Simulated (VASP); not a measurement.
# CoSi2 (Fm-3m) in VASP: a series of runs, part 2 of 2

VASP 6.6.1. The steps go on from the part before.

## 3. Electric field gradients, PBEsol, collinear spin, ferromagnetic start (13.38 Å³/atom)

This run uses another cell than the first one, of 13.38 Å³/atom.

Input file INCAR:

```
SYSTEM = CoSi2
ALGO     = Normal         ! electronic algorithm
EDIFF    = 1E-8           ! SCF threshold, eV
ENCUT    = 520            ! plane-wave cutoff, eV
GGA      = PS             ! functional
ISIF     = 2              ! what is computed and relaxed
ISMEAR   = -1             ! smearing method
ISPIN    = 2              ! spin polarisation
LASPH    = .True.         ! aspherical terms in the spheres
LCHARG   = .False.        ! write CHGCAR
LEFG     = .True.       
LMAXMIX  = 4              ! l up to which the mixer works
LORBIT   = 11             ! projections on sites
LREAL    = .False.        ! projectors in reciprocal space
LWAVE    = .False.        ! write WAVECAR
MAGMOM   = 2 0 0          ! initial moments
NBANDS   = 20             ! bands
NELM     = 150            ! most SCF steps
PREC     = Accurate       ! precision mode
SIGMA    = 0.05           ! smearing width, eV
```

Input file KPOINTS:

```
k-points
0
Gamma
  11 11 11
  0 0 0
```

Input file POSCAR:

```
CoSi2
1.0
    0.0000000000      2.7178001008      2.7178001008
    2.7178001008      0.0000000000      2.7178001008
    2.7178001008      2.7178001008      0.0000000000
Co Si
1 2
Direct
    0.0000000000      0.0000000000      0.0000000000
    0.2500000000      0.2500000000      0.2500000000
    0.7500000000      0.7500000000      0.7500000000
```

Potentials or basis: VASP PAW PBE potentials, release 64 (Co, Si).

Run with:

```
> cat potpaw_PBE.64/Co/POTCAR potpaw_PBE.64/Si/POTCAR > POTCAR
> mpirun -np 1 vasp_std > vasp.out
```

OUTCAR:

```text
SYSTEM = CoSi2
   EDIFF = 1E-8
   ENCUT = 520
   GGA = PS
   ISIF = 2
   ISMEAR = -1
   ISPIN = 2
   LASPH = .True.
   LORBIT = 11
   LREAL = .False.
   NELM = 150
   PREC = Accurate

 ion  position               nearest neighbor table
   1  0.000  0.000  0.000-   3 2.35   3 2.35   3 2.35   2 2.35   3 2.35   2 2.35   2 2.35   2 2.35

   2  0.250  0.250  0.250-   1 2.35   1 2.35   1 2.35   1 2.35   3 2.72   3 2.72   3 2.72   3 2.72
                             3 2.72   3 2.72
   3  0.750  0.750  0.750-   1 2.35   1 2.35   1 2.35   1 2.35   2 2.72   2 2.72   2 2.72   2 2.72
                             2 2.72   2 2.72

  LATTYP: Found a face centered cubic cell.
 ALAT       =     5.4356002016

  Lattice vectors:

 A1 = (   0.0000000000,   2.7178001008,   2.7178001008)
 A2 = (   2.7178001008,   0.0000000000,   2.7178001008)
 A3 = (   2.7178001008,   2.7178001008,   0.0000000000)

Analysis of symmetry for initial positions (statically):
=====================================================================
 Subroutine PRICEL returns:
 Original cell was already a primitive cell.

 Routine SETGRP: Setting up the symmetry group for a
 face centered cubic supercell.

 Subroutine GETGRP returns: Found 48 space group operations
 (whereof 48 operations were pure point group operations)
 out of a pool of 48 trial point group operations.

The static configuration has the point symmetry O_h .

Analysis of symmetry for dynamics (positions and initial velocities):
=====================================================================
 Subroutine PRICEL returns:
 Original cell was already a primitive cell.

 Routine SETGRP: Setting up the symmetry group for a
 face centered cubic supercell.

 Subroutine GETGRP returns: Found 48 space group operations
 (whereof 48 operations were pure point group operations)
 out of a pool of 48 trial point group operations.

The dynamic configuration has the point symmetry O_h .

Analysis of structural, dynamic, and magnetic symmetry:
=====================================================================
 Subroutine PRICEL returns:
 Original cell was already a primitive cell.

 Routine SETGRP: Setting up the symmetry group for a
 face centered cubic supercell.

 Subroutine GETGRP returns: Found 48 space group operations
 (whereof 48 operations were pure point group operations)
 out of a pool of 48 trial point group operations.

The overall configuration has the point symmetry O_h .

 Subroutine INISYM returns: Found 48 space group operations
 (whereof 48 operations are pure point group operations),
 and found     1 'primitive' translations

----------------------------------------------------------------------------------------

                                     Primitive cell

  volume of cell :      40.1497

  direct lattice vectors                    reciprocal lattice vectors
     0.000000000  2.717800101  2.717800101    -0.183972324  0.183972324  0.183972324
     2.717800101  0.000000000  2.717800101     0.183972324 -0.183972324  0.183972324
[... 128 lines left out ...]

 Free energy of the ion-electron system (eV)
  ---------------------------------------------------
  ext. energy  EPLUGINS =         0.00000000
  ---------------------------------------------------
  free energy    TOTEN  =       -20.88705929 eV

  energy without entropy =      -20.87814772  energy(sigma->0) =      -20.88260351

 E-fermi :   9.4087     XC(G=0): -11.6547

 val. band max:        9.4002065741   @ k =  -0.2727   0.2727   0.0000
 cond. band min:       9.4114376299   @ k =   0.3636   0.1818   0.0000
 fundamental gap:      0.0112310558
 Fermi energy:         9.4086561856

 spin component 1

 k-point     1 :       0.0000    0.0000    0.0000
  band No.  band energies     occupation
      1      -3.3691      1.00000
      2       5.5243      1.00000
      3       5.5243      1.00000
      4       5.5243      1.00000
      5       7.6478      1.00000
      6       7.6478      1.00000
[... 541 lines left out ...]
     19      23.2573      0.00000
     20      25.0416      0.00000

 [... further k-points ...]

 spin component 2

 k-point     1 :       0.0000    0.0000    0.0000
  band No.  band energies     occupation
      1      -3.3691      1.00000
      2       5.5243      1.00000
      3       5.5243      1.00000
      4       5.5243      1.00000
      5       7.6478      1.00000
      6       7.6478      1.00000
[... 541 lines left out ...]
     19      23.2573      0.00000
     20      25.0416      0.00000

 [... further k-points ...]

------------------------ aborting loop because EDIFF is reached ----------------------------------------

  FORCE on cell =-STRESS in cart. coord.  units (eV):
  Direction    XX          YY          ZZ          XY          YZ          ZX
  --------------------------------------------------------------------------------------
  -------------------------------------------------------------------------------------
  Total       -2.8542929     -2.8542929     -2.8542929      0.0000000      0.0000000      0.0000000
  in kB     -113.9007529   -113.9007529   -113.9007529      0.0000000      0.0000000      0.0000000
  external PRESSURE =    -113.9007529 kB  Pullay stress =       0.0000000 kB

 VOLUME and BASIS-vectors are now :
 -----------------------------------------------------------------------------
  energy-cutoff  :      520.00
  volume of cell :       40.15
      direct lattice vectors                 reciprocal lattice vectors
     0.000000000  2.717800101  2.717800101    -0.183972324  0.183972324  0.183972324
     2.717800101  0.000000000  2.717800101     0.183972324 -0.183972324  0.183972324
     2.717800101  2.717800101  0.000000000     0.183972324  0.183972324 -0.183972324

 POSITION                                       TOTAL-FORCE (eV/Angst)
 -----------------------------------------------------------------------------------
      0.00000      0.00000      0.00000         0.000000     -0.000000      0.000000
      1.35890      1.35890      1.35890         0.000000      0.000000     -0.000000
      4.07670      4.07670      4.07670        -0.000000      0.000000      0.000000
 -----------------------------------------------------------------------------------
    total drift:                                0.000000     -0.000000     -0.000000

  FREE ENERGIE OF THE ION-ELECTRON SYSTEM (eV)
  ---------------------------------------------------
  free  energy   TOTEN  =       -20.8870592950 eV

  energy  without entropy=      -20.8781477168  energy(sigma->0) =      -20.88260351

 Electric field gradients (V/A^2)
---------------------------------------------------------------------
 ion       V_xx      V_yy      V_zz      V_xy      V_xz      V_yz
---------------------------------------------------------------------
   1       0.000     0.000     0.000     0.001     0.001     0.001
   2       0.000     0.000     0.000     0.000     0.000     0.000
   3      -0.000     0.000     0.000     0.000     0.000     0.000
---------------------------------------------------------------------

 Electric field gradients after diagonalization (V/A^2)
 (convention: |V_zz| > |V_xx| > |V_yy|)
----------------------------------------------------------------------
 ion       V_xx      V_yy      V_zz     asymmetry (V_yy - V_xx)/ V_zz
----------------------------------------------------------------------
   1      -0.001    -0.001     0.002       0.000
   2      -0.000    -0.000     0.000       0.000
   3      -0.000    -0.000     0.000       0.000
----------------------------------------------------------------------

           NMR quadrupolar parameters

 Cq : quadrupolar parameter    Cq=e*Q*V_zz/h
 eta: asymmetry parameters     (V_yy - V_xx)/ V_zz
 Q  : nuclear electric quadrupole moment in mb (millibarn)
----------------------------------------------------------------------
 ion       Cq(MHz)       eta       Q (mb)
----------------------------------------------------------------------
   1       0.000       0.000       1.000
   2       0.000       0.000       1.000
   3       0.000       0.000       1.000
----------------------------------------------------------------------

 total charge

# of ion       s       p       d       tot
------------------------------------------
    1        0.520   0.671   7.557   8.748
    2        0.719   0.842   0.000   1.561
    3        0.719   0.842   0.000   1.561
--------------------------------------------------
tot          1.957   2.355   7.557  11.870

 magnetization (x)

# of ion       s       p       d       tot
------------------------------------------
    1       -0.000  -0.000  -0.000  -0.000
    2        0.000   0.000   0.000   0.000
    3        0.000   0.000   0.000   0.000
--------------------------------------------------
tot          0.000   0.000  -0.000  -0.000
```

Wall time 2.6 min (1 thread of Intel Xeon Platinum 8259CL at 2.50GHz (Skylake/Cascade Lake), shared host); peak memory 0.22 GiB.

What came out:

```
Free energy                                           : -20.8871 eV
Pressure                                              : -11.4 GPa
Net moment                                            : 0.00 μB per cell
Largest electric field gradient by atom               : zero within the noise of the run
Valence electrons inside the program's atomic spheres : Co 8.75; Si 1.56
```

Levels at points of the mesh, in eV from the Fermi level:
Spin up:
```
           k point  band 5  band 6  band 7  band 8  band 9  band 10  band 11  band 12  band 13  band 14
(0.00, 0.00, 0.00)   -1.76   -1.76    0.37    3.26    3.26     3.26     3.41     3.41     3.41     5.48
```
Spin down:
| k point | band 6 | band 7 | band 8 | band 9 | band 10 | band 11 | band 12 | band 13 |
| --- | --- | --- | --- | --- | --- | --- | --- | --- |
| (0.00, 0.00, 0.00) | -1.76 | 0.37 | 3.26 | 3.26 | 3.26 | 3.41 | 3.41 | 3.41 |

Caveat: the cell stands under tension; the PAW data sets were made with another functional, which shifts forces and pressure a little.
